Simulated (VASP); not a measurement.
# AlN (P6_3/mmc) in VASP: further runs, part 2 of 2

VASP 6.6.1.

## Step 6: Single point, PBEsol

This run uses another cell than the first one, of 10.06 Å³/atom, 1.025 times its volume.

Input file INCAR:

```
ALGO     = Normal         # electronic algorithm
EDIFF    = 1E-7           # SCF threshold, eV
ENCUT    = 520            # plane-wave cutoff, eV
GGA      = PS             # functional
ISIF     = 2              # what is computed and relaxed
ISMEAR   = 0              # smearing method
LASPH    = T              # aspherical terms in the spheres
LCHARG   = F              # write CHGCAR
LREAL    = F              # projectors in reciprocal space
LWAVE    = F              # write WAVECAR
NBANDS   = 16             # bands
NELM     = 60             # most SCF steps
PREC     = Accurate       # precision mode
SIGMA    = 0.05           # smearing width, eV
```

Input file KPOINTS:

```
k-points
0
Gamma
  9 9 6
```

Input file POSCAR:

```
AlN
1.0
    3.3014407767      0.0000000000      0.0000000000
   -1.6507203884      2.8591315817      0.0000000000
    0.0000000000      0.0000000000      4.2642000000
Al N
2 2
Direct
    0.3333333333      0.6666666667      0.7500000000
    0.6666666667      0.3333333333      0.2500000000
    0.3333333333      0.6666666667      0.2500000000
    0.6666666667      0.3333333333      0.7500000000
```

Potentials or basis: VASP PAW PBE potentials, release 64 (Al, N).

Started as:

```sh
$ cat potpaw_PBE.64/Al/POTCAR potpaw_PBE.64/N/POTCAR > POTCAR
$ mpirun -np 1 vasp_std > vasp.out
```

OUTCAR:

```text
EDIFF = 1E-7
   ENCUT = 520
   GGA = PS
   ISIF = 2
   ISMEAR = 0
   LASPH = T
   LREAL = F
   NELM = 60
   PREC = Accurate

 ion  position               nearest neighbor table
   1  0.333  0.667  0.750-   4 1.91   4 1.91   4 1.91   3 2.13   3 2.13   2 2.86   2 2.86   2 2.86
                             2 2.86   2 2.86   2 2.86
   2  0.667  0.333  0.250-   3 1.91   3 1.91   3 1.91   4 2.13   4 2.13   1 2.86   1 2.86   1 2.86
                             1 2.86   1 2.86   1 2.86
   3  0.333  0.667  0.250-   2 1.91   2 1.91   2 1.91   1 2.13   1 2.13
   4  0.667  0.333  0.750-   1 1.91   1 1.91   1 1.91   2 2.13   2 2.13

  LATTYP: Found a hexagonal cell.
 ALAT       =     3.3014407767
 C/A-ratio  =     1.2916178991

  Lattice vectors:

 A1 = (   3.3014407767,   0.0000000000,   0.0000000000)
 A2 = (  -1.6507203884,   2.8591315817,   0.0000000000)
 A3 = (   0.0000000000,   0.0000000000,   4.2642000000)

Analysis of symmetry for initial positions (statically):
=====================================================================
 Subroutine PRICEL returns:
 Original cell was already a primitive cell.

 Routine SETGRP: Setting up the symmetry group for a
 hexagonal supercell.

 Subroutine GETGRP returns: Found 24 space group operations
 (whereof 12 operations were pure point group operations)
 out of a pool of 24 trial point group operations.

The static configuration has the point symmetry D_3d.
 The point group associated with its full space group is D_6h.

Analysis of symmetry for dynamics (positions and initial velocities):
=====================================================================
 Subroutine PRICEL returns:
 Original cell was already a primitive cell.

 Routine SETGRP: Setting up the symmetry group for a
 hexagonal supercell.

 Subroutine GETGRP returns: Found 24 space group operations
 (whereof 12 operations were pure point group operations)
 out of a pool of 24 trial point group operations.

The dynamic configuration has the point symmetry D_3d.
 The point group associated with its full space group is D_6h.

 Subroutine INISYM returns: Found 24 space group operations
 (whereof 12 operations are pure point group operations),
 and found     1 'primitive' translations

----------------------------------------------------------------------------------------

                                     Primitive cell

  volume of cell :      40.2509

  direct lattice vectors                    reciprocal lattice vectors
     3.301440777  0.000000000  0.000000000     0.302898058  0.174878275  0.000000000
    -1.650720388  2.859131582  0.000000000     0.000000000  0.349756551  0.000000000
     0.000000000  0.000000000  4.264200000     0.000000000  0.000000000  0.234510576

  length of vectors
     3.301440777  3.301440777  4.264200000     0.349756551  0.349756551  0.234510576

  position of ions in fractional coordinates (direct lattice)
     0.333333333  0.666666667  0.750000000
     0.666666667  0.333333333  0.250000000
     0.333333333  0.666666667  0.250000000
     0.666666667  0.333333333  0.750000000

  ion indices of the primitive-cell ions
   primitive index   ion index
[... 28 lines left out ...]

 Found     48 irreducible k-points:

 Following reciprocal coordinates:
            Coordinates               Weight
  0.000000  0.000000  0.000000      1.000000
  0.111111 -0.000000  0.000000      6.000000
  0.222222 -0.000000  0.000000      6.000000
  0.333333  0.000000  0.000000      6.000000
  0.444444 -0.000000  0.000000      6.000000
  0.111111  0.111111  0.000000      6.000000
[... 16 lines left out ...]
  0.333333  0.222222  0.166667     24.000000
  0.333333  0.333333  0.166667      4.000000
 [... further k-points ...]
   k-points           NKPTS =     48   k-points in BZ     NKDIM =     48   number of bands    NBANDS=     16
   number of dos      NEDOS =    301   number of ions     NIONS =      4
   total plane-waves  NPLWV =  25088
   dimension x,y,z NGX =    28 NGY =   28 NGZ =   32
   dimension x,y,z NGXF=    56 NGYF=   56 NGZF=   64
   ions per type =               2   2
   NGX,Y,Z   is equivalent  to a cutoff of  14.10, 14.10, 12.48 a.u.
   NGXF,Y,Z  is equivalent  to a cutoff of  28.20, 28.20, 24.95 a.u.
 SYSTEM =  unknown system
   PREC   = accura    normal or accurate (medium, high low for compatibility)
   ISTART =      0    job   : 0-new  1-cont  2-samecut
   ICHARG =      2    charge: 1-file 2-atom 10-const
   ISPIN  =      1    spin polarized calculation?
   LNONCOLLINEAR =      F non collinear calculations
   LSORBIT =      F    spin-orbit coupling
   LASPH  =      T    aspherical Exc in radial PAW
   ENCUT  =  520.0 eV  38.22 Ry    6.18 a.u.   6.14  6.14  7.93*2*pi/ulx,y,z
   NELM   =     60;   NELMIN=  2; NELMDL= -5     # of ELM steps
   EDIFF  = 0.1E-06   stopping-criterion for ELM
   LREAL  =      F    real-space projection
   EDIFFG = 0.1E-05   stopping-criterion for IOM
   NSW    =      0    number of steps for IOM
   IBRION =     -1    ionic relax: 0-MD 1-quasi-New 2-CG
   NFREE  =      0    steps in history (QN), initial steepest desc. (CG)
   ISIF   =      2    stress and relaxation
   ISYM   =      2    0-nonsym 1-usesym 2-fastsym
   POTIM  = 0.5000    time-step for ionic-motion
   TEBEG  =    0.0;   TEEND  =   0.0 temperature during run
   PSTRESS=    0.0 pullay stress
   NELECT =      16.0000    total number of electrons
   NUPDOWN=      -1.0000    fix difference up-down
   EMIN   =  10.00;   EMAX   =-10.00  energy-range for DOS
   EFERMI =   0.00;   METHOD = LEGACY
   ISMEAR =     0;   SIGMA  =   0.05  broadening in eV -4-tet -1-fermi 0-gaus
   EFERMI_NEDOS =   21; number of points for ismear=-14 and -15
   IALGO  =     38    algorithm
   IMIX   =      4    mixing-type and parameters
     AMIX     =   0.40;   BMIX     =  1.00
     AMIX_MAG =   1.60;   BMIX_MAG =  1.00
  volume/ion in A,a.u.               =      10.06        67.91
  Fermi-wavevector in a.u.,A,eV,Ry     =   1.203713  2.274688 19.713833  1.448926
  Thomas-Fermi vector in A             =   2.339459
   LORBIT       =      0    0 simple, 1 ext, 2 COOP (PROOUT), +10 PAW based schemes
   GGA     = PS    functional components
   LHFCALC =     F    Hartree Fock is set to
   AEXX    =    0.0000 exact exchange contribution
   IVDW    =     0    specifies the selected vdW correction
   LEPSILON=     F    determine dielectric tensor
   LRPA    =     F    only Hartree local field effects (RPA)
 non-spin polarized calculation
 Gauss-broadening in eV      SIGMA  =   0.05
  energy-cutoff  :      520.00
  volume of cell :       40.25
 maximum number of plane-waves:      1108
 NGX is ok and might be reduce to    28
   NGX = 13   NGY = 13   NGZ = 15

 number of electron      15.9999999 magnetization

 Free energy of the ion-electron system (eV)
  ---------------------------------------------------
  ext. energy  EPLUGINS =         0.00000000
  ---------------------------------------------------
  free energy    TOTEN  =       -30.91660134 eV

  energy without entropy =      -30.91660134  energy(sigma->0) =      -30.91660134

 E-fermi :   8.0311     XC(G=0): -11.3034

 val. band max:        7.8104098718   @ k =   0.0000   0.0000   0.0000
 cond. band min:      10.8545778945   @ k =   0.0000   0.0000   0.0000
 fundamental gap:      3.0441680227
 Fermi energy:         8.0311006489

 k-point     1 :       0.0000    0.0000    0.0000
  band No.  band energies     occupation
      1      -8.9335      2.00000
      2      -5.4337      2.00000
      3       0.8455      2.00000
      4       4.5475      2.00000
      5       4.5475      2.00000
      6       6.0966      2.00000
[... 433 lines left out ...]
      3       1.2390      2.00000
      4       2.1807      2.00000
      5       2.1807      2.00000
      6       4.5787      2.00000
[... 8 lines left out ...]
     15      18.7069      0.00000
     16      20.4935      0.00000

 [... further k-points ...]

------------------------ aborting loop because EDIFF is reached ----------------------------------------

  FORCE on cell =-STRESS in cart. coord.  units (eV):
  Direction    XX          YY          ZZ          XY          YZ          ZX
  --------------------------------------------------------------------------------------
  -------------------------------------------------------------------------------------
  Total       -0.9531112     -0.9531112     -1.9335763      0.0000000      0.0000000      0.0000000
  in kB      -37.9383932    -37.9383932    -76.9656050      0.0000000      0.0000000      0.0000000
  external PRESSURE =     -50.9474638 kB  Pullay stress =       0.0000000 kB

 VOLUME and BASIS-vectors are now :
 -----------------------------------------------------------------------------
  energy-cutoff  :      520.00
  volume of cell :       40.25
      direct lattice vectors                 reciprocal lattice vectors
     3.301440777  0.000000000  0.000000000     0.302898058  0.174878275  0.000000000
    -1.650720388  2.859131582  0.000000000     0.000000000  0.349756551  0.000000000
     0.000000000  0.000000000  4.264200000     0.000000000  0.000000000  0.234510576

 POSITION                                       TOTAL-FORCE (eV/Angst)
 -----------------------------------------------------------------------------------
     -0.00000      1.90609      3.19815        -0.000000      0.000000      0.000000
      1.65072      0.95304      1.06605         0.000000     -0.000000      0.000000
     -0.00000      1.90609      1.06605        -0.000000     -0.000000      0.000000
      1.65072      0.95304      3.19815         0.000000     -0.000000      0.000000
 -----------------------------------------------------------------------------------
    total drift:                               -0.000000     -0.000000     -0.000000

  FREE ENERGIE OF THE ION-ELECTRON SYSTEM (eV)
  ---------------------------------------------------
  free  energy   TOTEN  =       -30.9166013352 eV

  energy  without entropy=      -30.9166013352  energy(sigma->0) =      -30.91660134
```

Wall time 14 s (1 thread of Intel Xeon 6975P-C (Granite Rapids), shared host); peak memory 0.17 GiB.

Results:

| Quantity | Value |
| --- | --- |
| Free energy | -30.9166 eV |
| Pressure | -5.1 GPa |
| Band gap on the k mesh | 3.04 eV, direct |

Caveat: the PAW data sets were made with another functional, which shifts forces and pressure a little.

## Step 7: The runs side by side

```csv
cell,gap on the mesh (eV),pressure (GPa)
"a = 3.361, b = 3.361, c = 4.016 Å, angles 90.0, 90.0, 120.0°, 4 atoms",3.44,-1.3
"a = 3.401, b = 3.401, c = 4.016 Å, angles 90.0, 90.0, 120.0°, 4 atoms",3.32,-5.9
"a = 3.321, b = 3.321, c = 4.140 Å, angles 90.0, 90.0, 120.0°, 4 atoms",3.27,-2.6
"a = 3.301, b = 3.301, c = 4.181 Å, angles 90.0, 90.0, 120.0°, 4 atoms",3.24,-1.8
"a = 3.301, b = 3.301, c = 4.264 Å, angles 90.0, 90.0, 120.0°, 4 atoms",3.04,-5.1
```

Alike in all rows: task single point; level PBEsol; potentials or basis VASP PAW PBE potentials, release 64 (Al, N); no spin polarisation; k mesh 9 × 9 × 6; cutoff (eV) 520; smearing gaussian 0.05 eV.

Caveats: the PAW data sets were made with another functional, which shifts forces and pressure a little.

Absolute energies hang on the potentials; compare differences alone.
